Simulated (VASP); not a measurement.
Write the native input for VASP 6.6.1 that does the following.

```yaml
Task: single point
Functional: PBEsol
Potentials_or_basis: VASP PAW PBE potentials, release 64 (H, F, Li_sv)
Cutoff: 520 eV
k_mesh: 1 × 1 × 1, shifted
Occupations: fermi-dirac, width 0.05 eV
Spin: no spin polarisation
Dipole_correction: no
Further_INCAR_settings: LREAL = Auto; ALGO = Normal; EDIFF = 1e-06; NBANDS = 114; ISYM = 0
```

The structure of Li8H7F lies in POSCAR:

```
Li8H7F
1.0
    7.9767683951      0.0000000000      0.0000000000
    0.0000000000      7.9767683951      0.0000000000
    0.0000000000      0.0000000000      7.9767683951
H F Li
28 4 32
Direct
    0.2494530000      0.9980940000      0.9995420000
    0.2487800000      0.9968560000      0.4995680000
    0.2492850000      0.5013880000      0.9999560000
    0.2486810000      0.5029190000      0.5001520000
    0.7499590000      0.9991370000      0.9997970000
    0.7506660000      0.9985580000      0.4991980000
    0.7498960000      0.5004010000      0.9999340000
    0.9989330000      0.2496380000      0.9992220000
    0.9988360000      0.2487030000      0.4998980000
    0.9993960000      0.7501390000      0.9996320000
    0.0000530000      0.7507820000      0.4995730000
    0.5009360000      0.2495370000      0.9996060000
    0.4998320000      0.7501090000      0.9996270000
    0.4994810000      0.7508640000      0.4996110000
    0.9985580000      0.9985120000      0.2489720000
    0.9986090000      0.9984600000      0.7503750000
    0.9991760000      0.5004080000      0.2489680000
    0.9999030000      0.5006790000      0.7511210000
    0.5003210000      0.9983300000      0.2482200000
    0.5003130000      0.9980510000      0.7507340000
    0.4996080000      0.5020890000      0.2476040000
    0.5002820000      0.5024840000      0.7517010000
    0.2493410000      0.7499720000      0.2490630000
    0.2492430000      0.7499590000      0.7505420000
    0.7502630000      0.2485160000      0.2476470000
    0.7506640000      0.2490590000      0.7510150000
    0.7496740000      0.7503730000      0.2485850000
    0.7499180000      0.7507240000      0.7509160000
    0.7490590000      0.4996600000      0.4998120000
    0.4993970000      0.2504380000      0.4996680000
    0.2499450000      0.2496170000      0.2501490000
    0.2503750000      0.2495700000      0.7491420000
    0.9982830000      0.9982910000      0.9995960000
    0.9983200000      0.9981780000      0.4997560000
    0.9984940000      0.5011280000      0.9995560000
    0.9974460000      0.5011120000      0.4998470000
    0.5009890000      0.9983370000      0.9996840000
    0.5008440000      0.9994860000      0.4995680000
    0.5009940000      0.5015840000      0.9996290000
    0.5013350000      0.5005180000      0.4997910000
    0.2499930000      0.2498410000      0.9995250000
    0.2506790000      0.2499200000      0.4997610000
    0.2495840000      0.7497750000      0.9998340000
    0.2494050000      0.7499020000      0.4996700000
    0.7497790000      0.2497030000      0.9999980000
    0.7488140000      0.2506410000      0.4994120000
    0.7497040000      0.7499040000      0.9995430000
    0.7494440000      0.7487920000      0.4995920000
    0.2490150000      0.9998560000      0.2491050000
    0.2493280000      0.9996930000      0.7503750000
    0.2494930000      0.4997100000      0.2490070000
    0.2488090000      0.4999110000      0.7504020000
    0.7505220000      0.9990200000      0.2485840000
    0.7504640000      0.9988090000      0.7504140000
    0.7496930000      0.5005400000      0.2498260000
    0.7501970000      0.5004320000      0.7497460000
    0.0011670000      0.2489010000      0.2489050000
    0.0013230000      0.2488660000      0.7503860000
    0.0001230000      0.7505820000      0.2488120000
    0.0003240000      0.7508790000      0.7506750000
    0.4982650000      0.2491000000      0.2495950000
    0.4983450000      0.2494680000      0.7494710000
    0.4990430000      0.7507380000      0.2485840000
    0.4991360000      0.7501700000      0.7507590000
```

These files were run (other wordings do the same):

INCAR

```
SYSTEM = Li8H7F
PREC     = Accurate       ! precision mode
ENCUT    = 520            ! plane-wave cutoff, eV
EDIFF    = 1E-6           ! SCF threshold, eV
ISMEAR   = -1             ! smearing method
SIGMA    = 0.05           ! smearing width, eV
LREAL    = Auto         
LASPH    = .TRUE.         ! aspherical terms in the spheres
NELM     = 60             ! most SCF steps
ALGO     = Normal         ! electronic algorithm
ISIF     = 2              ! what is computed and relaxed
LWAVE    = .FALSE.        ! write WAVECAR
LCHARG   = .TRUE.         ! write CHGCAR
GGA      = PS             ! functional
LELF     = .TRUE.         ! ELF
LVHAR    = .TRUE.       
ISYM     = 0            
NBANDS   = 114            ! bands
```

KPOINTS

```
Automatic mesh
0
Gamma
  1 1 1
  0.25 0.25 0.25
```

Potentials or basis: VASP PAW PBE potentials, release 64 (H, F, Li_sv).

Launch:

```console
$ cat potpaw_PBE.64/H/POTCAR potpaw_PBE.64/F/POTCAR potpaw_PBE.64/Li_sv/POTCAR > POTCAR
$ mpirun -np 1 vasp_std > vasp.out
```

It gave:

```json
{"Largest force": "0.015 eV/Å", "Band gap on the k mesh": "4.53 eV"}
```

Caveat: the PAW data sets were made with another functional, which shifts forces and pressure a little; a shifted mesh leaves out Γ, where band edges can lie.

Wall time 8.7 min on 1 thread of Intel(R) Xeon(R) Platinum 8259CL CPU @ 2.50GHz (Skylake/Cascade Lake), with other jobs on the host, peak memory 0.54 GiB.
